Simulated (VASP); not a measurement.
A run of VASP 6.6.1 is set up as follows.

File INCAR:

```
SYSTEM = TiB5
PREC = Accurate ; ENCUT = 600
EDIFF = 1E-7 ; ISMEAR = 0
SIGMA = 0.1 ; LREAL = .False.
LASPH = .True. ; NELM = 80
ALGO = Normal ; ISIF = 3
LWAVE = .False. ; LCHARG = .False.
GGA = PE ; IBRION = 2
NSW = 90 ; EDIFFG = -0.04
```

Contents of KPOINTS:

```
Automatic mesh
0
Gamma
  6 6 6
  0 0 0
```

POSCAR

```
TiB5
1.0
    4.3774152900      0.0000000000      0.0000000000
   -2.1887076400      3.7909528400      0.0000000000
    0.0000000000      0.0000000000      3.5217725400
Ti B
1 5
Direct
    0.0000000000      0.0000000000      0.0000000000
    0.3333333300      0.6666666700      0.0000000000
    0.6666666700      0.3333333300      0.0000000000
    0.5000000000      0.0000000000      0.5000000000
    0.5000000000      0.5000000000      0.5000000000
    0.0000000000      0.5000000000      0.5000000000
```

Potentials or basis: VASP PAW PBE potentials, release 64 (Ti_sv, B).

Run with:

```bash
$ cat potpaw_PBE.64/Ti_sv/POTCAR potpaw_PBE.64/B/POTCAR > POTCAR
$ mpirun -np 1 vasp_std > vasp.out
```

(1) What does it give for the relaxed cell?

(2) Predict the space group after relaxing (to 0.05 Å).

Results:

(1) a = 4.163 Å, b = 4.163 Å, c = 2.888 Å, α = 90.00°, β = 90.00°, γ = 120.00°.

(2) P6/mmm (No. 191).
